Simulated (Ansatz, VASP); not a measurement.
## Two plane-wave programs on Cl

```
Cl
1.0
     3.77507   -2.05853    0.00000
     3.77507    2.05853    0.00000
     0.00000    0.00000    7.99296
Cl
4
Direct
  0.88632 0.11368 0.10641
  0.61368 0.38632 0.60641
  0.11368 0.88632 0.89359
  0.38632 0.61368 0.39359
```

Alike in both runs: task single point; functional PBE; k mesh 7 × 7 × 4; occupations fermi-dirac, width 0.05 eV; no spin polarisation.

|  | VASP | Ansatz |
| --- | --- | --- |
| version | VASP 6.6.1 | Ansatz 0.2.0 |
| potentials or method | VASP PAW PBE potentials, release 64 (Cl), cutoff 520 eV | plane waves (420 eV) with PAW, scalar-relativistic |
| valence electrons in the cell | 28 | 28 |

```tsv
	VASP	Ansatz	Ansatz less VASP
pressure (GPa)	3.3	3.7	+0.46
traceless stress, the component that is largest in VASP (GPa)	3.83	4.37	+0.542
```
